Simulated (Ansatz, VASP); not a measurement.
BAs in VASP and in Ansatz

INCAR

```
SYSTEM = BAs
PREC = Accurate
ENCUT = 560
EDIFF = 1E-6
ISMEAR = -1
SIGMA = 0.02
LREAL = .False.
LASPH = .True.
NELM = 120
ALGO = Normal
ISIF = 2
LWAVE = .False.
LCHARG = .False.
GGA = PE
NBANDS = 16
GGA_COMPAT = .False.
```

The input KPOINTS:

```
regular mesh
0
Gamma
  10 10 10
  0 0 0
```

The input POSCAR:

```
BAs
1.0
    0.0000000000      2.3201115760      2.3201115760
    2.3201115760      0.0000000000      2.3201115760
    2.3201115760      2.3201115760      0.0000000000
B As
1 1
Direct
    0.0000000000      0.0000000000      0.0000000000
    0.2500000000      0.2500000000      0.2500000000
```

Input for Ansatz:

```yaml
crystal:
  lattice:
    - [0.0, 2.320111576, 2.320111576]
    - [2.320111576, 0.0, 2.320111576]
    - [2.320111576, 2.320111576, 0.0]
  atoms:
    - { symbol: B, position: [0.0, 0.0, 0.0] }
    - { symbol: As, position: [0.25, 0.25, 0.25] }
kpoints:
  mp_grid: { grid: [10, 10, 10] }
  band_path:
    path:
      - [0.0, 0.0, 0.0]
      - [-0.5, -0.5, 0.0]
      - [-0.375, -0.375, 0.25]
      - [-0.375, 0.0, 0.375]
      - [0.0, 0.0, 0.5]
      - [-0.5, -0.25, 0.25]
      - [0.0, 0.403646, 0.403646]
    npoints: 1
hamiltonian:
  xc: pbe
scf:
  occupations: { method: fermi_dirac, width: 0.02 }
  n_extra_bands: 4
output:
  forces: true
  stress: true
  eigenvalues: true
```

Change from the starting cell: hydrostatic strain -3.0%.

Alike in both runs: task single point; functional PBE; k mesh 10 × 10 × 10; occupations fermi-dirac, width 0.02 eV; no spin polarisation.

|  | VASP | Ansatz |
| --- | --- | --- |
| version | VASP 6.6.1 | Ansatz 0.2.0 |
| potentials or method | VASP PAW PBE potentials, release 64 (B, As_d) | plane waves, PAW |
| plane-wave cutoff (eV) | 560 | 420 |
| valence electrons in the cell | 18 | 18 |

```tsv
	VASP	Ansatz	Ansatz less VASP
gap on the k mesh at the Fermi level (eV)	1.09	1.09	-0.002
pressure (GPa)	17.3	17.6	+0.30
```
